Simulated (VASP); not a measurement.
A run of VASP 6.6.1:

Contents of POSCAR:

```
PbS
1.0
    0.0000000000      2.9650000000      2.9650000000
    2.9650000000      0.0000000000      2.9650000000
    2.9650000000      2.9650000000      0.0000000000
Pb S
1 1
Direct
    0.0000000000      0.0000000000      0.0000000000
    0.5060850576      0.5060850576      0.5060850576
```

Contents of INCAR.step1:

```
PREC     = Accurate       # precision mode
ENCUT    = 550            # plane-wave cutoff, eV
ISMEAR   = 0              # smearing method
SIGMA    = 0.05           # smearing width, eV
LREAL    = False          # projectors in reciprocal space
LASPH    = True           # aspherical terms in the spheres
NELM     = 120            # most SCF steps
NBANDS   = 17             # bands
GGA      = PE             # functional
ALGO     = Normal         # electronic algorithm
EDIFF    = 1E-5           # SCF threshold, eV
LWAVE    = True           # write WAVECAR
LCHARG   = False          # write CHGCAR
GGA_COMPAT= False
```

The input INCAR.step2:

```
PREC     = Accurate       # precision mode
ENCUT    = 550            # plane-wave cutoff, eV
EDIFF    = 1E-6           # SCF threshold, eV
ISMEAR   = 0              # smearing method
SIGMA    = 0.05           # smearing width, eV
LREAL    = False          # projectors in reciprocal space
LASPH    = True           # aspherical terms in the spheres
NELM     = 120            # most SCF steps
ALGO     = Normal         # electronic algorithm
ISIF     = 2              # what is computed and relaxed
LWAVE    = False          # write WAVECAR
LCHARG   = True           # write CHGCAR
METAGGA  = R2SCAN         # meta-GGA
LMIXTAU  = True         
LELF     = True           # ELF
LVHAR    = True         
NBANDS   = 17             # bands
ISTART   = 1            
GGA_COMPAT= False
```

Contents of KPOINTS:

```
regular mesh
0
Gamma
  8 8 8
```

Potentials or basis: VASP PAW PBE potentials, release 64 (Pb_d, S).

Run with:

```sh
$ cat potpaw_PBE.64/Pb_d/POTCAR potpaw_PBE.64/S/POTCAR > POTCAR
$ cp INCAR.step1 INCAR
$ mpirun -np 1 vasp_std > vasp.out
$ cp INCAR.step2 INCAR
$ mpirun -np 1 vasp_std > vasp.out
```

Hardware: 1 thread of Intel(R) Xeon(R) 6975P-C (Granite Rapids), with other jobs on the host.

Task: How long does it take, and how much memory?

Result: Run time: 59 s on 1 thread of Intel(R) Xeon(R) 6975P-C (Granite Rapids) (shared host), peak memory 0.22 GiB. Counts: k points 65.
